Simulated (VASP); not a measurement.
# BiAs (rocksalt type) (Fm-3m) in VASP: further runs

Runs on BiAs (rocksalt type). Level: PBE. Tasks: single point.

All numbers are computed with VASP 6.6.1; they aren't measurements. Logs are shortened: lines on timing, memory, paths and dates and some standing lists are left out, and cuts for length are marked.

### Step 1. The cell of the first run

Symmetry: Fm-3m, No. 225, cubic system. The conventional cell has a = 5.911 Å, b = 5.911 Å, c = 5.911 Å, α = 90.00°, β = 90.00°, γ = 90.00°. As (site symmetry m-3m) has 6 Bi at 2.96 Å within 3.9 Å. Within 3.9 Å of Bi (site symmetry m-3m) lie 6 As at 2.96 Å.

### Step 2. Single point, PBE (25.82 Å³/atom)

The input, INCAR:

```
SYSTEM = BiAs
ALGO = Normal
EDIFF = 1E-6
ENCUT = 520
GGA = PE
ISIF = 2
ISMEAR = -1
LASPH = .TRUE.
LCHARG = .FALSE.
LREAL = .FALSE.
LWAVE = .FALSE.
NBANDS = 17
NELM = 60
PREC = Accurate
SIGMA = 0.03
```

The input, KPOINTS:

```
k-points
0
G
  11 11 11
  0 0 0
```

The input, POSCAR:

```
BiAs
1.0
    0.0000000000      2.9554593537      2.9554593537
    2.9554593537      0.0000000000      2.9554593537
    2.9554593537      2.9554593537      0.0000000000
As Bi
1 1
Direct
    0.0000000000      0.0000000000      0.0000000000
    0.5000000000      0.5000000000      0.5000000000
```

Potentials or basis: VASP PAW PBE potentials, release 64 (As, Bi_d).

Run with:

```bash
cat potpaw_PBE.64/As/POTCAR potpaw_PBE.64/Bi_d/POTCAR > POTCAR
mpirun -np 1 vasp_std > vasp.out
```

OUTCAR:

```text
SYSTEM = BiAs
   EDIFF = 1E-6
   ENCUT = 520
   GGA = PE
   ISIF = 2
   ISMEAR = -1
   LASPH = .TRUE.
   LREAL = .FALSE.
   NELM = 60
   PREC = Accurate

 ion  position               nearest neighbor table
   1  0.000  0.000  0.000-   2 2.96   2 2.96   2 2.96   2 2.96   2 2.96   2 2.96
   2  0.500  0.500  0.500-   1 2.96   1 2.96   1 2.96   1 2.96   1 2.96   1 2.96

  LATTYP: Found a face centered cubic cell.
 ALAT       =     5.9109187074

  Lattice vectors:

 A1 = (   0.0000000000,   2.9554593537,   2.9554593537)
 A2 = (   2.9554593537,   0.0000000000,   2.9554593537)
 A3 = (   2.9554593537,   2.9554593537,   0.0000000000)

Analysis of symmetry for initial positions (statically):
=====================================================================
 Subroutine PRICEL returns:
 Original cell was already a primitive cell.

 Routine SETGRP: Setting up the symmetry group for a
 face centered cubic supercell.

 Subroutine GETGRP returns: Found 48 space group operations
 (whereof 48 operations were pure point group operations)
 out of a pool of 48 trial point group operations.

The static configuration has the point symmetry O_h .

Analysis of symmetry for dynamics (positions and initial velocities):
=====================================================================
 Subroutine PRICEL returns:
 Original cell was already a primitive cell.

 Routine SETGRP: Setting up the symmetry group for a
 face centered cubic supercell.

 Subroutine GETGRP returns: Found 48 space group operations
 (whereof 48 operations were pure point group operations)
 out of a pool of 48 trial point group operations.

The dynamic configuration has the point symmetry O_h .

 Subroutine INISYM returns: Found 48 space group operations
 (whereof 48 operations are pure point group operations),
 and found     1 'primitive' translations

----------------------------------------------------------------------------------------

                                     Primitive cell

  volume of cell :      51.6303

  direct lattice vectors                    reciprocal lattice vectors
     0.000000000  2.955459354  2.955459354    -0.169178439  0.169178439  0.169178439
     2.955459354  0.000000000  2.955459354     0.169178439 -0.169178439  0.169178439
     2.955459354  2.955459354  0.000000000     0.169178439  0.169178439 -0.169178439

  length of vectors
     4.179650701  4.179650701  4.179650701     0.293025652  0.293025652  0.293025652

[... 73 lines left out ...]
   ICHARG =      2    charge: 1-file 2-atom 10-const
   ISPIN  =      1    spin polarized calculation?
   LNONCOLLINEAR =      F non collinear calculations
   LSORBIT =      F    spin-orbit coupling
   LASPH  =      T    aspherical Exc in radial PAW
   ENCUT  =  520.0 eV  38.22 Ry    6.18 a.u.   7.77  7.77  7.77*2*pi/ulx,y,z
   NELM   =     60;   NELMIN=  2; NELMDL= -5     # of ELM steps
   EDIFF  = 0.1E-05   stopping-criterion for ELM
   LREAL  =      F    real-space projection
   EDIFFG = 0.1E-04   stopping-criterion for IOM
   NSW    =      0    number of steps for IOM
   IBRION =     -1    ionic relax: 0-MD 1-quasi-New 2-CG
   NFREE  =      0    steps in history (QN), initial steepest desc. (CG)
   ISIF   =      2    stress and relaxation
   ISYM   =      2    0-nonsym 1-usesym 2-fastsym
   POTIM  = 0.5000    time-step for ionic-motion
   TEBEG  =    0.0;   TEEND  =   0.0 temperature during run
   PSTRESS=    0.0 pullay stress
   NELECT =      20.0000    total number of electrons
   NUPDOWN=      -1.0000    fix difference up-down
   EMIN   =  10.00;   EMAX   =-10.00  energy-range for DOS
   EFERMI =   0.00;   METHOD = LEGACY
   ISMEAR =    -1;   SIGMA  =   0.03  broadening in eV -4-tet -1-fermi 0-gaus
   EFERMI_NEDOS =   21; number of points for ismear=-14 and -15
   IALGO  =     38    algorithm
   IMIX   =      4    mixing-type and parameters
     AMIX     =   0.40;   BMIX     =  1.00
     AMIX_MAG =   1.60;   BMIX_MAG =  1.00
  volume/ion in A,a.u.               =      25.82       174.21
  Fermi-wavevector in a.u.,A,eV,Ry     =   1.193392  2.255184 19.377211  1.424185
  Thomas-Fermi vector in A             =   2.329408
   LORBIT       =      0    0 simple, 1 ext, 2 COOP (PROOUT), +10 PAW based schemes
   GGA     = PE    functional components
   LHFCALC =     F    Hartree Fock is set to
   AEXX    =    0.0000 exact exchange contribution
   IVDW    =     0    specifies the selected vdW correction
   LEPSILON=     F    determine dielectric tensor
   LRPA    =     F    only Hartree local field effects (RPA)
 non-spin polarized calculation
  energy-cutoff  :      520.00
  volume of cell :       51.63
 maximum number of plane-waves:      1411
   NGX = 15   NGY = 15   NGZ = 15

 number of electron      20.0000005 magnetization

 Free energy of the ion-electron system (eV)
  ---------------------------------------------------
  ext. energy  EPLUGINS =         0.00000000
  ---------------------------------------------------
  free energy    TOTEN  =        -8.48070340 eV

  energy without entropy =       -8.47999173  energy(sigma->0) =       -8.48034756

 E-fermi :   6.9870     XC(G=0): -10.1956

 val. band max:        6.9493288739   @ k =  -0.1818   0.1818   0.0000
 cond. band min:       7.0413775738   @ k =   0.4545   0.0000   0.0000
 fundamental gap:      0.0920486999
 Fermi energy:         6.9869686288

 k-point     1 :       0.0000    0.0000    0.0000
  band No.  band energies     occupation
      1     -16.1985      2.00000
      2     -16.1985      2.00000
      3     -16.1973      2.00000
      4     -16.1973      2.00000
      5     -16.1973      2.00000
      6      -7.1993      2.00000
[... 457 lines left out ...]
      4     -16.1880      2.00000
      5     -16.1816      2.00000
      6      -6.1756      2.00000
[... 9 lines left out ...]
     16      16.0120      0.00000
     17      16.2356      0.00000

 [... further k-points ...]
[... 5 lines left out ...]
  --------------------------------------------------------------------------------------
  -------------------------------------------------------------------------------------
  Total        1.4311214      1.4311214      1.4311214      0.0000000     -0.0000000     -0.0000000
  in kB       44.4101336     44.4101336     44.4101336      0.0000000     -0.0000000     -0.0000000
  external PRESSURE =      44.4101336 kB  Pullay stress =       0.0000000 kB

 VOLUME and BASIS-vectors are now :
 -----------------------------------------------------------------------------
  energy-cutoff  :      520.00
  volume of cell :       51.63
      direct lattice vectors                 reciprocal lattice vectors
     0.000000000  2.955459354  2.955459354    -0.169178439  0.169178439  0.169178439
     2.955459354  0.000000000  2.955459354     0.169178439 -0.169178439  0.169178439
     2.955459354  2.955459354  0.000000000     0.169178439  0.169178439 -0.169178439

 POSITION                                       TOTAL-FORCE (eV/Angst)
 -----------------------------------------------------------------------------------
      0.00000      0.00000      0.00000         0.000000      0.000000      0.000000
      2.95546      2.95546      2.95546        -0.000000     -0.000000     -0.000000
 -----------------------------------------------------------------------------------
    total drift:                               -0.000000     -0.000000      0.000000

  FREE ENERGIE OF THE ION-ELECTRON SYSTEM (eV)
  ---------------------------------------------------
  free  energy   TOTEN  =        -8.4807033969 eV

  energy  without entropy=       -8.4799917282  energy(sigma->0) =       -8.48034756
```

Wall time 48 s (1 thread of Intel Xeon 8259CL, shared host); peak memory 0.2 GiB.

Results:

```yaml
Free_energy: -8.4807 eV
Pressure: 4.4 GPa
Band_gap_on_the_k_mesh: 0.09 eV (least direct gap 0.40 eV)
```

Caveat: the cell stands under pressure; spin-orbit coupling is left out, which moves the levels of the heavy elements; an odd mesh through Γ misses points on the zone boundary, where band edges can lie.

### Step 3. Single point, PBE (26.90 Å³/atom)

This run uses another cell than the first one, of 26.90 Å³/atom.

The input, INCAR:

```
PREC = Accurate
ENCUT = 520
EDIFF = 1E-6
ISMEAR = -1
SIGMA = 0.03
LREAL = F
LASPH = T
NELM = 80
ALGO = Normal
ISIF = 2
LWAVE = F
LCHARG = F
GGA = PE
NBANDS = 17
```

The input, KPOINTS:

```
regular mesh
0
Gamma
  11 11 11
```

The input, POSCAR:

```
BiAs
1.0
    0.0000000000      2.9962686446      2.9962686446
    2.9962686446      0.0000000000      2.9962686446
    2.9962686446      2.9962686446      0.0000000000
As Bi
1 1
Direct
    0.0000000000      0.0000000000      0.0000000000
    0.5000000000      0.5000000000      0.5000000000
```

Potentials or basis: VASP PAW PBE potentials, release 64 (As, Bi_d).

Run with:

```bash
cat potpaw_PBE.64/As/POTCAR potpaw_PBE.64/Bi_d/POTCAR > POTCAR
mpirun -np 1 vasp_std > vasp.out
```

Wall time 48 s (1 thread of Intel Xeon 8259CL, shared host); peak memory 0.21 GiB.

It converged, with:

| Quantity | Value |
| --- | --- |
| Free energy | -8.5200 eV |
| Pressure | 1.3 GPa |
| Band gap on the k mesh | 0.14 eV (least direct gap 0.39 eV) |

Levels at points of the mesh, in eV from the valence-band top:
| k point | band 7 | band 8 | band 9 | band 10 | band 11 | band 12 | band 13 | band 14 |
| --- | --- | --- | --- | --- | --- | --- | --- | --- |
| (0.00, 0.00, 0.00) | -6.45 | -1.60 | -1.60 | -1.60 | 3.71 | 3.71 | 3.71 | 5.77 |

Caveat: spin-orbit coupling is left out, which moves the levels of the heavy elements; an odd mesh through Γ misses points on the zone boundary, where band edges can lie.

(Continued in part 2 of 2.)
